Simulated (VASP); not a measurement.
## SnBi2O4: relaxation of cell and atoms with PBE

SnBi2O4:

```
Sn Bi O
1.0
     0.00000    4.93500    4.93500
     4.93500    0.00000    4.93500
     4.93500    4.93500    0.00000
Sn Bi O
2 4 8
Cartesian
  4.9350 4.9350 4.9350
  7.4025 7.4025 7.4025
  1.2337 1.2337 1.2337
  1.2337 3.7012 3.7012
  3.7012 1.2337 3.7012
  3.7012 3.7012 1.2337
  3.6025 6.2674 6.2674
  3.6025 3.6025 3.6025
  6.2674 6.2674 3.6025
  6.2674 3.6025 6.2674
  6.0700 8.7349 6.0700
  8.7349 8.7349 8.7349
  6.0700 6.0700 8.7349
  8.7349 6.0700 6.0700
```

- Program: VASP 6.6.1
- Task: relaxation of cell and atoms
- Functional: PBE
- Potentials or basis: VASP PAW PBE potentials, release 64 (Sn_d, Bi_d, O)
- Cutoff: 600 eV
- k mesh: 2 × 2 × 2
- Occupations: gaussian, width 0.15 eV
- Spin: no spin polarisation
- Dipole correction: no
- Further INCAR settings: ALGO = Normal; EDIFF = 1e-06; IBRION = 2; EDIFFG = -0.08; NSW = 36; ISIF = 3

```
Relaxed volume                        : 18.50 Å³/atom
Relaxed cell                          : a = 7.155 Å, b = 7.155 Å, c = 7.155 Å, α = 60.00°, β = 60.00°, γ = 60.00°
Space group after relaxing (to 0.1 Å) : Fd-3m (No. 227)
Energy gained by relaxing             : 37.1 meV/atom
Ionic steps                           : 3
Pressure after relaxing               : -0.1 GPa
Largest force after relaxing          : 0.010 eV/Å
Band gap on the k mesh                : 0.48 eV
```

Forces on the atoms (eV/Å):
```
Sn   0.000  0.000  0.000
Sn   0.000  0.000  0.000
Bi   0.000  0.000  0.000
Bi   0.000  0.000  0.000
Bi   0.000  0.000  0.000
Bi   0.000  0.000  0.000
O    0.006 -0.006 -0.006
O    0.006  0.006  0.006
O   -0.006 -0.006  0.006
O   -0.006  0.006 -0.006
O    0.006 -0.006  0.006
O   -0.006 -0.006 -0.006
O    0.006  0.006 -0.006
O   -0.006  0.006  0.006
```

Step by step:
```tsv
step	energy change (eV)	largest force (eV/Å)	pressure (GPa)	volume (Å³)
1	0.0000	0.5307	9.12	240.38
2	-0.1775	0.3228	-5.75	276.00
3	-0.5199	0.0099	-0.08	259.03
```

Final structure:
```xyz
14
Lattice="0.0000 5.0595 5.0595 5.0595 0.0000 5.0595 5.0595 5.0595 0.0000" Properties=species:S:1:pos:R:3 pbc="T T T"
Sn    5.0595    5.0595    5.0595
Sn    7.5892    7.5892    7.5892
Bi    1.2649    1.2649    1.2649
Bi    1.2649    3.7946    3.7946
Bi    3.7946    1.2649    3.7946
Bi    3.7946    3.7946    1.2649
O     3.7018    6.4171    6.4171
O     3.7018    3.7018    3.7018
O     6.4171    6.4171    3.7018
O     6.4171    3.7018    6.4171
O     6.2316    8.9469    6.2316
O     8.9469    8.9469    8.9469
O     6.2316    6.2316    8.9469
O     8.9469    6.2316    6.2316
```

Levels at points of the mesh, in eV from the valence-band top:
| k point | band 65 | band 66 | band 67 | band 68 | band 69 | band 70 | band 71 | band 72 |
| --- | --- | --- | --- | --- | --- | --- | --- | --- |
| (0.00, 0.00, 0.00) | -2.02 | -2.02 | -2.02 | 0.00 | 0.48 | 0.48 | 0.48 | 3.10 |
| (0.50, 0.00, 0.00) | -1.43 | -1.43 | -0.87 | -0.85 | 1.50 | 1.58 | 1.58 | 2.45 |
| (0.50, 0.50, 0.00) | -1.15 | -1.15 | -0.54 | -0.54 | 1.68 | 1.68 | 2.12 | 2.12 |

Run time: 3.3 min on 1 thread of AMD EPYC 9R45 96-Core Processor (Zen 5), with other jobs on the host, peak memory 0.45 GiB.

Caveat: the k points lie up to 0.54 Å⁻¹ apart in the final cell; spin-orbit coupling is left out, which moves the levels of the heavy elements.
